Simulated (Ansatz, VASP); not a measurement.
# Na2S: VASP beside Ansatz

```
CELL_PARAMETERS angstrom
0.00000 3.27384 3.27384
3.27384 0.00000 3.27384
3.27384 3.27384 0.00000
ATOMIC_POSITIONS crystal
Na 0.25000 0.25000 0.25000
Na 0.75000 0.75000 0.75000
S 0.00000 0.00000 0.00000
```

Change from the starting cell: volume scaled by 1.01, crystal datasets.

Alike in both runs: task electric field gradients; functional PBEsol; k mesh 8 × 8 × 8; occupations fermi-dirac, width 0.02 eV; no spin polarisation.

|  | VASP | Ansatz |
| --- | --- | --- |
| version | VASP 6.6.1 | Ansatz 0.2.0 |
| potentials or method | VASP PAW PBE potentials, release 64 (Na_pv, S), cutoff 400 eV | all-electron PAW with datasets made for the crystal, scalar-relativistic |

|  | VASP | Ansatz | Ansatz less VASP |
| --- | --- | --- | --- |
| gap on the k mesh at the Fermi level (eV) | 2.35 | 2.36 | +0.006 |
| pressure (GPa) | -0.8 | -0.6 | +0.16 |

VASP's potentials were made for PBE, not for PBEsol. Ansatz ran all-electron here, and VASP with PAW potentials.
